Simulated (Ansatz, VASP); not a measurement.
# BaF2: VASP beside Ansatz

File POSCAR:

```
BaF2
1.0
    0.0000000000      3.0341318118      3.0341318118
    3.0341318118      0.0000000000      3.0341318118
    3.0341318118      3.0341318118      0.0000000000
Ba F
1 2
Direct
    0.0000000000      0.0000000000      0.0000000000
    0.2500000000      0.2500000000      0.2500000000
    0.7500000000      0.7500000000      0.7500000000
```

Contents of INCAR.step1:

```
PREC = Accurate
ENCUT = 660
ISMEAR = 0
SIGMA = 0.02
LREAL = F
LASPH = T
NELM = 120
NBANDS = 19
GGA = PE
ALGO = Normal
EDIFF = 1E-5
LWAVE = T
LCHARG = F
GGA_COMPAT = F
```

File INCAR.step2:

```
PREC = Accurate
ENCUT = 660
EDIFF = 1E-6
ISMEAR = 0
SIGMA = 0.02
LREAL = F
LASPH = T
NELM = 120
ALGO = Normal
ISIF = 2
LWAVE = F
LCHARG = F
METAGGA = R2SCAN
LMIXTAU = T
NBANDS = 19
ISTART = 1
GGA_COMPAT = F
```

The input KPOINTS:

```
Automatic mesh
0
Gamma
  6 6 6
```

Input for Ansatz:

```yaml
crystal:
  lattice:
    - [0.0, 3.0341318118, 3.0341318118]
    - [3.0341318118, 0.0, 3.0341318118]
    - [3.0341318118, 3.0341318118, 0.0]
  atoms:
    - { symbol: Ba, position: [0.0, 0.0, 0.0] }
    - { symbol: F, position: [0.25, 0.25, 0.25] }
    - { symbol: F, position: [0.75, 0.75, 0.75] }
basis:
  ecutwfc: 500
kpoints:
  mp_grid: { grid: [6, 6, 6] }
hamiltonian:
  xc: r2scan
scf:
  occupations: { method: gaussian, width: 0.02 }
output:
  forces: true
  stress: true
  eigenvalues: true
```

Alike in both runs: task single point; functional r2SCAN; k mesh 6 × 6 × 6; occupations gaussian, width 0.02 eV; no spin polarisation.

|  | VASP | Ansatz |
| --- | --- | --- |
| version | VASP 6.6.1 | Ansatz 0.2.0 |
| potentials or method | VASP PAW PBE potentials, release 64 (Ba_sv, F), cutoff 660 eV | scalar-relativistic, plane waves, PAW |
| valence electrons in the cell | 24 | 24 |

|  | VASP | Ansatz | Ansatz less VASP |
| --- | --- | --- | --- |
| gap on the k mesh at the Fermi level (eV) | 7.63 | 7.71 | +0.086 |
| least direct gap on the mesh (eV) | 7.72 | 7.82 | +0.101 |
| pressure (GPa) | 5.6 | 4.4 | -1.22 |

VASP's potentials were made for PBE, not for r2SCAN. With one functional, cell and mesh, what is left measures potentials, basis and numerics.

Neither program's run includes spin-orbit coupling.
